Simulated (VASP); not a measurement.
Wanted: the native input for a VASP 6.6.1 run.

```yaml
Task: single point
Functional: PBEsol
Potentials_or_basis: VASP PAW PBE potentials, release 64 (Al, As)
Cutoff: 520 eV
k_mesh: 2 × 2 × 2
Occupations: fermi-dirac, width 0.05 eV
Spin: no spin polarisation
Dipole_correction: no
Further_INCAR_settings: LREAL = Auto; ALGO = Normal; EDIFF = 1e-07; NBANDS = 44
```

The structure of Al7As8 (a cell with a defect) lies in POSCAR:

```
Al7As8
1.0
    0.0000000000      5.6857465000      5.6857465000
    5.6857465000      0.0000000000      5.6857465000
    5.6857465000      5.6857465000      0.0000000000
Al As
7 8
Direct
   -0.0082860711      0.0106558567      0.0285905290
    0.0162129986     -0.0117597575      0.5182067122
   -0.0522833721      0.4978000690      0.0186364271
    0.0306285199      0.4629779045      0.5325912789
    0.5004108080      0.0766629325      0.0024195592
    0.5266803576      0.0106161961      0.4936157460
    0.5165903017      0.4977289262      0.4497850018
    0.1349171125      0.1278211225      0.1444126114
    0.1535612782      0.0893378732      0.6554753189
   -0.0016493876      0.6512126420      0.1894970168
    0.1424072459      0.6113117249      0.6444516125
    0.6220332721      0.2137046560      0.1239449385
    0.6424147647      0.1277484847      0.6369382631
    0.5811814684      0.5925156002      0.0832491389
    0.6875666194      0.6511801924      0.5002455702
```

The input as run:

INCAR

```
ALGO     = Normal         # electronic algorithm
EDIFF    = 1E-7           # SCF threshold, eV
ENCUT    = 520            # plane-wave cutoff, eV
GGA      = PS             # functional
ISIF     = 2              # what is computed and relaxed
ISMEAR   = -1             # smearing method
LASPH    = True           # aspherical terms in the spheres
LCHARG   = False          # write CHGCAR
LREAL    = Auto         
LWAVE    = False          # write WAVECAR
NBANDS   = 44             # bands
NELM     = 60             # most SCF steps
PREC     = Accurate       # precision mode
SIGMA    = 0.05           # smearing width, eV
```

KPOINTS

```
k-points
0
Gamma
  2 2 2
```

Potentials or basis: VASP PAW PBE potentials, release 64 (Al, As).

Command:

```console
$ cat potpaw_PBE.64/Al/POTCAR potpaw_PBE.64/As/POTCAR > POTCAR
$ mpirun -np 1 vasp_std > vasp.out
```

Results of the run:

```yaml
Pressure: -1.6 GPa
Largest_force: 0.442 eV/Å
```

Caveat: the k points lie up to 0.48 Å⁻¹ apart; the PAW data sets were made with another functional, which shifts forces and pressure a little.

Run time: 4.4 min on 1 thread of Intel(R) Xeon(R) Platinum 8259CL CPU @ 2.50GHz (Skylake/Cascade Lake) (shared host), peak memory 0.49 GiB.
